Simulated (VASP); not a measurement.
# AlN (P1) in VASP: notebook, part 2 of 2

VASP 6.6.1. Earlier steps stand in the parts before.

## (5) Single point, PBE

The input, INCAR:

```
PREC = Accurate
ENCUT = 520
EDIFF = 1E-6
ISMEAR = 0
SIGMA = 0.05
LREAL = F
LASPH = T
NELM = 80
ALGO = Normal
ISIF = 2
LWAVE = F
LCHARG = F
GGA = PE
NBANDS = 36
```

The input, KPOINTS:

```
Automatic mesh
0
Gamma
  8 8 2
```

The input, POSCAR:

```
AlN
1.0
    2.1839935596     -2.1839935596      0.0000000000
    2.1839935596      0.0000000000     -2.1839935596
    9.6095716622      7.8623768146      8.7359742384
Al N
6 6
Direct
    0.6416800000      0.6666666667      0.0624666667
   -0.3583200000      0.0000000000      0.8958000000
    0.2416800000      0.3333333333      0.2291333333
    0.4416800000      0.6666666667      0.5624666667
   -0.1583200000      0.0000000000      0.3958000000
    0.0416800000      0.3333333333      0.7291333333
    0.4916800000      0.6666666667      0.4374666667
    0.8916800000      1.0000000000      0.2708000000
    0.0916800000      0.3333333333      0.6041333333
    0.2916800000      0.6666666667      0.9374666667
   -0.3083200000      0.0000000000      0.7708000000
    0.2916800000      0.3333333333      0.1041333333
```

Potentials or basis: VASP PAW PBE potentials, release 64 (Al, N).

On the command line:

```sh
$ cat potpaw_PBE.64/Al/POTCAR potpaw_PBE.64/N/POTCAR > POTCAR
$ mpirun -np 1 vasp_std > vasp.out
```

OUTCAR:

```text
PREC = Accurate
   ENCUT = 520
   EDIFF = 1E-6
   ISMEAR = 0
   LREAL = F
   LASPH = T
   NELM = 80
   ISIF = 2
   GGA = PE

 ion  position               nearest neighbor table
   1  0.642  0.667  0.062-  12 1.89  12 1.89  12 1.89  10 2.26   2 2.69   3 3.09   3 3.09   3 3.09
                             2 3.33
   2  0.642  0.000  0.896-  11 1.89  10 1.89  10 1.89  10 1.89   1 2.69   6 3.09   6 3.09   6 3.09
                             1 3.33
   3  0.242  0.333  0.229-  12 1.89   8 1.89   8 1.89   8 1.89   1 3.09   1 3.09   1 3.09   5 3.09
                             5 3.09   5 3.09
   4  0.442  0.667  0.562-   9 1.89   9 1.89   9 1.89   7 1.89   6 3.09   6 3.09   6 3.09   5 3.09
                             5 3.09   5 3.09
   5  0.842  0.000  0.396-   8 1.89   7 1.89   7 1.89   7 1.89   4 3.09   3 3.09   4 3.09   3 3.09
                             4 3.09   3 3.09
   6  0.042  0.333  0.729-   9 1.89  11 1.89  11 1.89  11 1.89   4 3.09   4 3.09   4 3.09   2 3.09
                             2 3.09   2 3.09
   7  0.492  0.667  0.437-   4 1.89   5 1.89   5 1.89   5 1.89
   8  0.892  0.000  0.271-   5 1.89   3 1.89   3 1.89   3 1.89
   9  0.092  0.333  0.604-   4 1.89   4 1.89   4 1.89   6 1.89
  10  0.292  0.667  0.937-   2 1.89   2 1.89   2 1.89   1 2.26
  11  0.692  0.000  0.771-   2 1.89   6 1.89   6 1.89   6 1.89
  12  0.292  0.333  0.104-   1 1.89   1 1.89   1 1.89   3 1.89

  LATTYP: Found a base centered monoclinic cell.
 ALAT       =     3.0886333121
 B/A-ratio  =     1.7320508076
 C/A-ratio  =     4.9152822910
 COS(beta)  =    -0.0813788459

  Lattice vectors:

 A1 = (   0.0000000000,   2.1839935596,  -2.1839935596)
 A2 = (  -2.1839935596,   0.0000000000,   2.1839935596)
 A3 = (   9.6095716622,   7.8623768146,   8.7359742384)

Analysis of symmetry for initial positions (statically):
=====================================================================
 Subroutine PRICEL returns:
 Original cell was already a primitive cell.

 Routine SETGRP: Setting up the symmetry group for a
 base centered monoclinic supercell.

 Subroutine GETGRP returns: Found  1 space group operations
[... 163 lines left out ...]
   LHFCALC =     F    Hartree Fock is set to
   AEXX    =    0.0000 exact exchange contribution
   IVDW    =     0    specifies the selected vdW correction
   LEPSILON=     F    determine dielectric tensor
   LRPA    =     F    only Hartree local field effects (RPA)
 non-spin polarized calculation
 Gauss-broadening in eV      SIGMA  =   0.05
  energy-cutoff  :      520.00
  volume of cell :      125.01
 maximum number of plane-waves:      3390
   NGX = 11   NGY = 11   NGZ = 57

 number of electron      48.0000002 magnetization

 Free energy of the ion-electron system (eV)
  ---------------------------------------------------
  ext. energy  EPLUGINS =         0.00000000
  ---------------------------------------------------
  free energy    TOTEN  =       -87.88696503 eV

  energy without entropy =      -87.88696503  energy(sigma->0) =      -87.88696503

 E-fermi :   6.5758     XC(G=0): -10.9560

 val. band max:        6.3571626099   @ k =   0.0000   0.0000   0.0000
 cond. band min:       9.3461631741   @ k =   0.5000   0.0000  -0.0000
 fundamental gap:      2.9890005642
 Fermi energy:         6.5758185108

 k-point     1 :       0.0000    0.0000    0.0000
  band No.  band energies     occupation
      1      -8.9919      2.00000
      2      -8.5990      2.00000
      3      -8.5337      2.00000
      4      -7.6099      2.00000
      5      -7.5323      2.00000
      6      -6.8808      2.00000
[... 925 lines left out ...]
     35      16.3168      0.00000
     36      16.4983      0.00000

 [... further k-points ...]
[... 5 lines left out ...]
  --------------------------------------------------------------------------------------
  -------------------------------------------------------------------------------------
  Total       -0.5702260      1.9719186      6.6491514      1.4933769      2.3228526     -0.1179757
  in kB       -7.3083992     25.2734345     85.2199940     19.1401217     29.7712406     -1.5120561
  external PRESSURE =      34.3950098 kB  Pullay stress =       0.0000000 kB

 VOLUME and BASIS-vectors are now :
 -----------------------------------------------------------------------------
  energy-cutoff  :      520.00
  volume of cell :      125.01
      direct lattice vectors                 reciprocal lattice vectors
     2.183993560 -2.183993560  0.000000000     0.137363042 -0.320513766  0.137363042
     2.183993560  0.000000000 -2.183993560     0.152625603  0.152625603 -0.305251205
     9.609571662  7.862376815  8.735974238     0.038156401  0.038156401  0.038156401

 POSITION                                       TOTAL-FORCE (eV/Angst)
 -----------------------------------------------------------------------------------
      3.45770     -0.91029     -0.91029        -0.858573      0.204950     -0.020490
     10.00968      5.64169      7.82569        -0.221439     -0.307864     -0.745694
      3.45770      1.27371      1.27371         0.040633      0.066764      0.152876
      7.82569      3.45770      3.45770         0.031382      0.032026      0.031828
      5.64169      1.27371      3.45770         0.029510      0.032961      0.032177
      7.82569      5.64169      5.64169         0.030840      0.038663      0.042321
      6.73369      2.36570      2.36570        -0.031835     -0.031202     -0.029413
      4.54970      0.18171      2.36570        -0.036634     -0.019073     -0.026297
      6.73369      4.54970      4.54970        -0.028759     -0.033688     -0.032610
     11.10168      6.73369      6.73369         1.140984      0.007694     -0.137139
      8.91768      4.54970      6.73369        -0.023858     -0.085425     -0.037033
      2.36570      0.18171      0.18171        -0.072252      0.094193      0.769474
 -----------------------------------------------------------------------------------
    total drift:                                0.000432     -0.000364     -0.001888

  FREE ENERGIE OF THE ION-ELECTRON SYSTEM (eV)
  ---------------------------------------------------
  free  energy   TOTEN  =       -87.8869650284 eV

  energy  without entropy=      -87.8869650284  energy(sigma->0) =      -87.88696503
```

Wall time 2 min (1 thread of Intel Xeon 6975P-C (Granite Rapids), shared host); peak memory 0.37 GiB.

What came out:

| Quantity | Value |
| --- | --- |
| Free energy | -87.8870 eV |
| Pressure | 3.4 GPa |
| Largest force | 1.149 eV/Å |
| Band gap on the k mesh | 2.99 eV, indirect (least direct gap 3.22 eV) |

Forces on the atoms (eV/Å):
```
Al  -0.859  0.205 -0.020
Al  -0.221 -0.308 -0.746
Al   0.041  0.067  0.153
Al   0.031  0.032  0.032
Al   0.030  0.033  0.032
Al   0.031  0.039  0.042
N   -0.032 -0.031 -0.029
N   -0.037 -0.019 -0.026
N   -0.029 -0.034 -0.033
N    1.141  0.008 -0.137
N   -0.024 -0.085 -0.037
N   -0.072  0.094  0.769
```

Caveat: forces of over 1 eV/Å act on the atoms, so gaps and moduli don't describe the material at rest. A k mesh can miss the band edges.

## (6) Overview

```tsv
cell	gap on the mesh (eV)	pressure (GPa)	largest force (eV/Å)
a = 3.089, b = 3.089, c = 15.134 Å, angles 89.4, 88.8, 60.0°, 12 atoms	3.16	4.4	0.57
a = 3.089, b = 3.089, c = 15.159 Å, angles 88.2, 86.5, 60.0°, 12 atoms	2.92	3.7	1.40
a = 3.089, b = 3.089, c = 15.144 Å, angles 88.8, 87.7, 60.0°, 12 atoms	3.00	4.1	1.15
a = 3.089, b = 3.089, c = 15.182 Å, angles 87.7, 85.3, 60.0°, 12 atoms	2.99	3.4	1.15
```

Alike in all rows: task single point; level PBE; potentials or basis VASP PAW PBE potentials, release 64 (Al, N); no spin polarisation; k mesh 8 × 8 × 2; cutoff (eV) 520; smearing gaussian 0.05 eV.

Caveats: forces of over 1 eV/Å act on the atoms, so gaps and moduli don't describe the material at rest (some runs).

Absolute energies hang on the potentials; compare differences alone.
